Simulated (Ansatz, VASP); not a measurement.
**Two plane-wave programs on La4ZrO**

The input INCAR:

```
SYSTEM = La4ZrO
PREC = Accurate
ENCUT = 520
EDIFF = 1E-7
ISMEAR = 0
SIGMA = 0.1
LREAL = .FALSE.
LASPH = .TRUE.
NELM = 100
ALGO = Normal
ISIF = 2
LWAVE = .FALSE.
LCHARG = .TRUE.
GGA = PE
LELF = .TRUE.
LVHAR = .TRUE.
NBANDS = 40
```

Contents of KPOINTS:

```
Automatic mesh
0
G
  4 4 4
  0 0 0
```

Contents of POSCAR:

```
La4ZrO
1.0
    0.0000000000      4.1000610100      4.1000610100
    4.1000610100      0.0000000000      4.1000610100
    4.1000610100      4.1000610100      0.0000000000
La Zr O
4 1 1
Direct
    0.8776099700      0.3741300100      0.3741300100
    0.3741300100      0.3741300100      0.3741300100
    0.3741300100      0.8776099700      0.3741300100
    0.3741300100      0.3741300100      0.8776099700
    0.7500000000      0.7500000000      0.7500000000
    0.0000000000      0.0000000000      0.0000000000
```

Input for Ansatz:

```yaml
crystal:
  lattice:
    - [0.0, 4.10006101, 4.10006101]
    - [4.10006101, 0.0, 4.10006101]
    - [4.10006101, 4.10006101, 0.0]
  atoms:
    - { symbol: La, position: [0.87760997, 0.37413001, 0.37413001] }
    - { symbol: La, position: [0.37413001, 0.37413001, 0.37413001] }
    - { symbol: La, position: [0.37413001, 0.87760997, 0.37413001] }
    - { symbol: La, position: [0.37413001, 0.37413001, 0.87760997] }
    - { symbol: Zr, position: [0.75, 0.75, 0.75] }
    - { symbol: O, position: [0.0, 0.0, 0.0] }
basis:
  ecutwfc: 420
kpoints:
  mp_grid: { grid: [4, 4, 4] }
hamiltonian:
  xc: pbe
scf:
  occupations: { method: gaussian, width: 0.1 }
  lower_state_search: "off"
output:
  forces: true
  stress: true
  eigenvalues: true
```

Change from the starting cell: species swapped into the YbCdCu4 type (F-43m, No. 216).

Alike in both runs: task single point; functional PBE; k mesh 4 × 4 × 4; occupations gaussian, width 0.1 eV; no spin polarisation.

|  | VASP | Ansatz |
| --- | --- | --- |
| version | VASP 6.6.1 | Ansatz 0.2.0 |
| potentials or method | VASP PAW PBE potentials, release 64 (La, Zr_sv, O), cutoff 520 eV | scalar-relativistic, plane waves, PAW |
| valence electrons in the cell | 62 | 62 |

VASP gave:

```
pressure (GPa)                     : 14.6
rms of the force components (eV/Å) : 0.227
```

**Question.** Estimate Ansatz's values.

**Answer.** Pressure (GPa): 14.6; rms of the force components (eV/Å): 0.218.

Atom by atom the forces differ by 0.009 eV/Å (rms over components). The functional is the same, so the differences come from potentials, cutoffs and numerics.

Spin-orbit coupling is off throughout.
